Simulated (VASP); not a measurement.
Input of a VASP 6.6.1 run:

INCAR

```
SYSTEM = AgCl
PREC = Accurate
ENCUT = 520
EDIFF = 1E-6
ISMEAR = 0
SIGMA = 0.05
LREAL = .False.
LASPH = .True.
NELM = 100
ALGO = Normal
ISIF = 2
LWAVE = .False.
LCHARG = .False.
GGA = PS
NBANDS = 16
```

The input KPOINTS:

```
Automatic mesh
0
Gamma
  12 12 12
  0 0 0
```

POSCAR

```
AgCl
1.0
    3.3904230329     -0.0598039341     -0.0598039341
   -0.0598039341      3.3904230329     -0.0598039341
   -0.0598039341     -0.0598039341      3.3904230329
Ag Cl
1 1
Direct
    0.0000000000      0.0000000000      0.0000000000
    0.5000000000      0.5000000000      0.5000000000
```

Potentials or basis: VASP PAW PBE potentials, release 64 (Ag, Cl).

The run is started by

```bash
$ cat potpaw_PBE.64/Ag/POTCAR potpaw_PBE.64/Cl/POTCAR > POTCAR
$ mpirun -np 1 vasp_std > vasp.out
```

Question: What does it give for the band gap on the k mesh?

Answer: 0.32 eV, indirect (least direct gap 2.02 eV).

Question: Predict the pressure.

Answer: -2.9 GPa.

Stress tensor (GPa, compression positive):
```
-2.92 -0.48 -0.48
-0.48 -2.92 -0.48
-0.48 -0.48 -2.92
```

Caveat: the PAW data sets were made with another functional, which shifts forces and pressure a little. A k mesh can miss the band edges.
